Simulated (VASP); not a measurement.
# MgSnO4 (Cmmm) in VASP: notebook

MgSnO4 is run at these levels: PBE; tasks: single point, relaxation of cell and atoms.

Program: VASP 6.6.1. These are calculated values, not measurements. Logs are shortened: lines on timing, memory, paths and dates and some standing lists are left out, and cuts for length are marked.

**1. The cell of the first run**

It takes space group Cmmm (No. 65, orthorhombic). The conventional cell has a = 7.058 Å, b = 7.183 Å, c = 3.319 Å, α = 90.00°, β = 90.00°, γ = 90.00°. Mg (site symmetry mmm) has 6 O at 2.19 to 2.21 Å within 2.9 Å. Sn (site symmetry mmm) has 6 O at 2.10 to 2.16 Å within 2.8 Å. Within 3.4 Å of O (site symmetry m2m) lie 2 Sn at 2.16 Å and 1 Mg at 2.21 Å and 11 O at 2.77 to 3.32 Å. Within 3.4 Å of O (site symmetry 2mm) lie 1 Sn at 2.10 Å and 2 Mg at 2.19 Å and 11 O at 2.85 to 3.32 Å.

The cell was generated, and may not be a known phase.

**2. Single point, PBE**

The input, INCAR:

```
PREC = Accurate
ENCUT = 520
EDIFF = 1E-6
ISMEAR = 0
SIGMA = 0.1
LREAL = F
LASPH = T
NELM = 80
ALGO = Normal
ISIF = 2
LWAVE = F
LCHARG = T
GGA = PE
LELF = T
LVHAR = T
NBANDS = 29
```

The input, KPOINTS:

```
Automatic mesh
0
Gamma
  4 4 6
```

The input, POSCAR:

```
MgSnO4
1.0
    3.5290690200     -3.5913935900      0.0000000000
    3.5290690200      3.5913935900      0.0000000000
    0.0000000000      0.0000000000      3.3191728300
Mg Sn O
1 1 4
Direct
    0.5000000000      0.5000000000      0.0000000000
    0.0000000000      0.0000000000      0.5000000000
    0.1927070000      0.8072930000      0.0000000000
    0.8072930000      0.1927070000      0.0000000000
    0.2979910100      0.2979910100      0.5000000000
    0.7020089900      0.7020089900      0.5000000000
```

Potentials or basis: VASP PAW PBE potentials, release 64 (Mg, Sn_d, O).

On the command line:

```sh
cat potpaw_PBE.64/Mg/POTCAR potpaw_PBE.64/Sn_d/POTCAR potpaw_PBE.64/O/POTCAR > POTCAR
mpirun -np 1 vasp_std > vasp.out
```

OUTCAR:

```text
PREC = Accurate
   ENCUT = 520
   EDIFF = 1E-6
   ISMEAR = 0
   LREAL = F
   LASPH = T
   NELM = 80
   ISIF = 2
   GGA = PE

 ion  position               nearest neighbor table
   1  0.500  0.500  0.000-   5 2.19   6 2.19   5 2.19   6 2.19   3 2.21   4 2.21
   2  0.000  0.000  0.500-   5 2.10   6 2.10   3 2.16   4 2.16   3 2.16   4 2.16
   3  0.193  0.807  0.000-   2 2.16   2 2.16   1 2.21
   4  0.807  0.193  0.000-   2 2.16   2 2.16   1 2.21
   5  0.298  0.298  0.500-   2 2.10   1 2.19   1 2.19
   6  0.702  0.702  0.500-   2 2.10   1 2.19   1 2.19

  LATTYP: Found a base centered orthorhombic cell.
 ALAT       =     7.0581380400
 B/A-ratio  =     1.0176603432
 C/A-ratio  =     0.4702618185

  Lattice vectors:

 A1 = (   3.5290690200,  -3.5913935900,   0.0000000000)
 A2 = (   3.5290690200,   3.5913935900,   0.0000000000)
 A3 = (   0.0000000000,   0.0000000000,   3.3191728300)

Analysis of symmetry for initial positions (statically):
=====================================================================
 Subroutine PRICEL returns:
 Original cell was already a primitive cell.

 Routine SETGRP: Setting up the symmetry group for a
 base centered orthorhombic supercell.

 Subroutine GETGRP returns: Found  8 space group operations
 (whereof  8 operations were pure point group operations)
 out of a pool of  8 trial point group operations.

The static configuration has the point symmetry D_2h.

Analysis of symmetry for dynamics (positions and initial velocities):
=====================================================================
 Subroutine PRICEL returns:
 Original cell was already a primitive cell.

 Routine SETGRP: Setting up the symmetry group for a
 base centered orthorhombic supercell.

 Subroutine GETGRP returns: Found  8 space group operations
 (whereof  8 operations were pure point group operations)
 out of a pool of  8 trial point group operations.

The dynamic configuration has the point symmetry D_2h.

 Subroutine INISYM returns: Found  8 space group operations
 (whereof  8 operations are pure point group operations),
 and found     1 'primitive' translations

----------------------------------------------------------------------------------------

                                     Primitive cell

  volume of cell :      84.1362

  direct lattice vectors                    reciprocal lattice vectors
     3.529069020 -3.591393590  0.000000000     0.141680425 -0.139221722  0.000000000
     3.529069020  3.591393590  0.000000000     0.141680425  0.139221722  0.000000000
     0.000000000  0.000000000  3.319172830     0.000000000  0.000000000  0.301279882

  length of vectors
     5.035120263  5.035120263  3.319172830     0.198635422  0.198635422  0.301279882

  position of ions in fractional coordinates (direct lattice)
     0.500000000  0.500000000  0.000000000
     0.000000000  0.000000000  0.500000000
     0.192707000  0.807293000  0.000000000
     0.807293000  0.192707000  0.000000000
     0.297991010  0.297991010  0.500000000
     0.702008990  0.702008990  0.500000000

  ion indices of the primitive-cell ions
   primitive index   ion index
                 1           1
                 2           2
                 3           3
                 4           4
                 5           5
                 6           6

----------------------------------------------------------------------------------------

 KPOINTS: Automatic mesh

Automatic generation of k-mesh.
 Grid dimensions read from file:
 generate k-points for:    4    4    6

 Generating k-lattice:

  Cartesian coordinates                     Fractional coordinates (reciprocal lattice)
     0.035420106 -0.034805431  0.000000000     0.250000000 -0.000000000  0.000000000
     0.035420106  0.034805431  0.000000000    -0.000000000  0.250000000  0.000000000
     0.000000000  0.000000000  0.050213314     0.000000000  0.000000000  0.166666667

  Length of vectors
     0.049658855  0.049658855  0.050213314

  Shift w.r.t. Gamma in fractional coordinates (k-lattice)
     0.000000000  0.000000000  0.000000000

 Subroutine IBZKPT returns following result:
 ===========================================

 Found     28 irreducible k-points:

 Following reciprocal coordinates:
            Coordinates               Weight
  0.000000  0.000000  0.000000      1.000000
  0.250000  0.000000  0.000000      4.000000
  0.500000  0.000000  0.000000      2.000000
  0.250000  0.250000  0.000000      2.000000
  0.500000  0.250000  0.000000      4.000000
 -0.250000  0.250000  0.000000      2.000000
[... 16 lines left out ...]
  0.250000  0.000000  0.500000      4.000000
  0.500000  0.000000  0.500000      2.000000
 [... further k-points ...]
   k-points           NKPTS =     28   k-points in BZ     NKDIM =     28   number of bands    NBANDS=     29
   number of dos      NEDOS =    301   number of ions     NIONS =      6
   total plane-waves  NPLWV =  44800
   dimension x,y,z NGX =    40 NGY =   40 NGZ =   28
   dimension x,y,z NGXF=    80 NGYF=   80 NGZF=   56
   ions per type =               1   1   4
   NGX,Y,Z   is equivalent  to a cutoff of  13.21, 13.21, 14.02 a.u.
   NGXF,Y,Z  is equivalent  to a cutoff of  26.41, 26.41, 28.05 a.u.
 SYSTEM =  unknown system
   PREC   = accura    normal or accurate (medium, high low for compatibility)
   ISTART =      0    job   : 0-new  1-cont  2-samecut
   ICHARG =      2    charge: 1-file 2-atom 10-const
   ISPIN  =      1    spin polarized calculation?
   LNONCOLLINEAR =      F non collinear calculations
   LSORBIT =      F    spin-orbit coupling
   LASPH  =      T    aspherical Exc in radial PAW
   ENCUT  =  520.0 eV  38.22 Ry    6.18 a.u.   9.36  9.36  6.17*2*pi/ulx,y,z
   NELM   =     80;   NELMIN=  2; NELMDL= -5     # of ELM steps
   EDIFF  = 0.1E-05   stopping-criterion for ELM
   LREAL  =      F    real-space projection
   EDIFFG = 0.1E-04   stopping-criterion for IOM
   NSW    =      0    number of steps for IOM
   IBRION =     -1    ionic relax: 0-MD 1-quasi-New 2-CG
   NFREE  =      0    steps in history (QN), initial steepest desc. (CG)
   ISIF   =      2    stress and relaxation
   ISYM   =      2    0-nonsym 1-usesym 2-fastsym
   POTIM  = 0.5000    time-step for ionic-motion
   TEBEG  =    0.0;   TEEND  =   0.0 temperature during run
   PSTRESS=    0.0 pullay stress
   NELECT =      40.0000    total number of electrons
   NUPDOWN=      -1.0000    fix difference up-down
   EMIN   =  10.00;   EMAX   =-10.00  energy-range for DOS
   EFERMI =   0.00;   METHOD = LEGACY
   ISMEAR =     0;   SIGMA  =   0.10  broadening in eV -4-tet -1-fermi 0-gaus
   EFERMI_NEDOS =   21; number of points for ismear=-14 and -15
   IALGO  =     38    algorithm
   IMIX   =      4    mixing-type and parameters
     AMIX     =   0.40;   BMIX     =  1.00
     AMIX_MAG =   1.60;   BMIX_MAG =  1.00
  volume/ion in A,a.u.               =      14.02        94.63
  Fermi-wavevector in a.u.,A,eV,Ry     =   1.277714  2.414530 22.212250  1.632554
  Thomas-Fermi vector in A             =   2.410298
   LORBIT       =      0    0 simple, 1 ext, 2 COOP (PROOUT), +10 PAW based schemes
   GGA     = PE    functional components
   LHFCALC =     F    Hartree Fock is set to
   AEXX    =    0.0000 exact exchange contribution
   IVDW    =     0    specifies the selected vdW correction
   LEPSILON=     F    determine dielectric tensor
   LRPA    =     F    only Hartree local field effects (RPA)
 non-spin polarized calculation
 Gauss-broadening in eV      SIGMA  =   0.10
  energy-cutoff  :      520.00
  volume of cell :       84.14
 maximum number of plane-waves:      2292
 NGX is ok and might be reduce to    40
   NGX = 19   NGY = 19   NGZ = 13

 number of electron      40.0000021 magnetization

 Free energy of the ion-electron system (eV)
  ---------------------------------------------------
  ext. energy  EPLUGINS =         0.00000000
  ---------------------------------------------------
  free energy    TOTEN  =       -32.55223936 eV

  energy without entropy =      -32.48908397  energy(sigma->0) =      -32.52066166

 E-fermi :   1.1651     XC(G=0):  -9.6599

 val. band max:        1.1631492444   @ k =   0.0000   0.0000   0.0000
 cond. band min:       1.1730078214   @ k =   0.5000   0.2500   0.5000
 fundamental gap:      0.0098585770
 Fermi energy:         1.1650781853

 k-point     1 :       0.0000    0.0000    0.0000
  band No.  band energies     occupation
      1     -18.6807      2.00000
      2     -18.2986      2.00000
      3     -18.2720      2.00000
      4     -18.1693      2.00000
      5     -18.0888      2.00000
      6     -15.8135      2.00000
[... 21 lines left out ...]
     28      13.6233      0.00000
     29      14.1541      0.00000

 k-point     2 :       0.2500    0.0000    0.0000
  band No.  band energies     occupation
      1     -18.6830      2.00000
      2     -18.2989      2.00000
      3     -18.2721      2.00000
      4     -18.1686      2.00000
      5     -18.0889      2.00000
      6     -15.7143      2.00000
[... 21 lines left out ...]
     28      13.5820      0.00000
     29      13.9003      0.00000

 k-point     3 :       0.5000    0.0000    0.0000
  band No.  band energies     occupation
      1     -18.6854      2.00000
      2     -18.2992      2.00000
      3     -18.2722      2.00000
      4     -18.1678      2.00000
      5     -18.0889      2.00000
      6     -15.5741      2.00000
[... 21 lines left out ...]
     28      13.4516      0.00000
     29      13.9649      0.00000

 k-point     4 :       0.2500    0.2500    0.0000
  band No.  band energies     occupation
      1     -18.6859      2.00000
      2     -18.2992      2.00000
      3     -18.2722      2.00000
      4     -18.1678      2.00000
      5     -18.0889      2.00000
      6     -15.6128      2.00000
[... 21 lines left out ...]
     28      13.6787      0.00000
     29      13.8143      0.00000

 k-point     5 :       0.5000    0.2500    0.0000
  band No.  band energies     occupation
      1     -18.6919      2.00000
      2     -18.3003      2.00000
      3     -18.2722      2.00000
      4     -18.1670      2.00000
      5     -18.0890      2.00000
      6     -15.5175      2.00000
[... 21 lines left out ...]
     28      13.4039      0.00000
     29      14.2571      0.00000
[... 510 lines left out ...]
     28      13.9147      0.00000
     29      13.9485      0.00000

 k-point    22 :       0.0000    0.0000    0.5000
  band No.  band energies     occupation
      1     -18.7651      2.00000
      2     -18.4669      2.00000
      3     -18.1584      2.00000
      4     -18.1510      2.00000
      5     -18.1365      2.00000
      6     -15.0895      2.00000
[... 21 lines left out ...]
     28      13.9366      0.00000
     29      14.1024      0.00000

 k-point    23 :       0.2500    0.0000    0.5000
  band No.  band energies     occupation
      1     -18.7666      2.00000
      2     -18.4661      2.00000
      3     -18.1578      2.00000
      4     -18.1512      2.00000
      5     -18.1358      2.00000
      6     -15.0696      2.00000
[... 21 lines left out ...]
     28      13.9256      0.00000
     29      14.1883      0.00000

 k-point    24 :       0.5000    0.0000    0.5000
  band No.  band energies     occupation
      1     -18.7682      2.00000
      2     -18.4654      2.00000
      3     -18.1572      2.00000
      4     -18.1515      2.00000
      5     -18.1350      2.00000
      6     -15.0488      2.00000
[... 21 lines left out ...]
     28      14.1778      0.00000
     29      14.1801      0.00000

 [... further k-points ...]
[... 5 lines left out ...]
  --------------------------------------------------------------------------------------
  -------------------------------------------------------------------------------------
  Total       -5.9923444     -5.1262696     -6.1505668      0.0000000      0.0000000      0.0000000
  in kB     -114.1101649    -97.6177975   -117.1231383      0.0000000      0.0000000      0.0000000
  external PRESSURE =    -109.6170336 kB  Pullay stress =       0.0000000 kB

 VOLUME and BASIS-vectors are now :
 -----------------------------------------------------------------------------
  energy-cutoff  :      520.00
  volume of cell :       84.14
      direct lattice vectors                 reciprocal lattice vectors
     3.529069020 -3.591393590  0.000000000     0.141680425 -0.139221722  0.000000000
     3.529069020  3.591393590  0.000000000     0.141680425  0.139221722  0.000000000
     0.000000000  0.000000000  3.319172830     0.000000000  0.000000000  0.301279882

 POSITION                                       TOTAL-FORCE (eV/Angst)
 -----------------------------------------------------------------------------------
      3.52907      0.00000      0.00000         0.000000      0.000000      0.000000
      0.00000      0.00000      1.65959         0.000000      0.000000      0.000000
      3.52907      2.20722      0.00000         0.000000      0.086430      0.000000
      3.52907     -2.20722      0.00000         0.000000     -0.086430      0.000000
      2.10326      0.00000      1.65959        -0.001779      0.000000      0.000000
      4.95488      0.00000      1.65959         0.001779      0.000000     -0.000000
 -----------------------------------------------------------------------------------
    total drift:                                0.000000     -0.000000      0.000000

  FREE ENERGIE OF THE ION-ELECTRON SYSTEM (eV)
  ---------------------------------------------------
  free  energy   TOTEN  =       -32.5522393561 eV

  energy  without entropy=      -32.4890839721  energy(sigma->0) =      -32.52066166
```

Wall time 76 s (1 thread of Oxide Virtual Turin-like, shared host); peak memory 0.2 GiB.

Results:

* Free energy: -32.5522 eV
* Pressure: -11.0 GPa
* Largest force: 0.086 eV/Å
* Band gap on the k mesh: zero (bands 20 and 21 overlap by 0.50 eV)

Forces in eV/Å, atoms in the order of the input:
```
Mg   0.000  0.000  0.000
Sn   0.000  0.000  0.000
O    0.000  0.086  0.000
O    0.000 -0.086  0.000
O   -0.002  0.000  0.000
O    0.002  0.000  0.000
```

Caveat: the cell stands under tension; semilocal functionals underestimate gaps, and a narrow one can read as zero; spin-orbit coupling is left out, which moves the levels of the heavy elements.

[end of part 1 of 2]
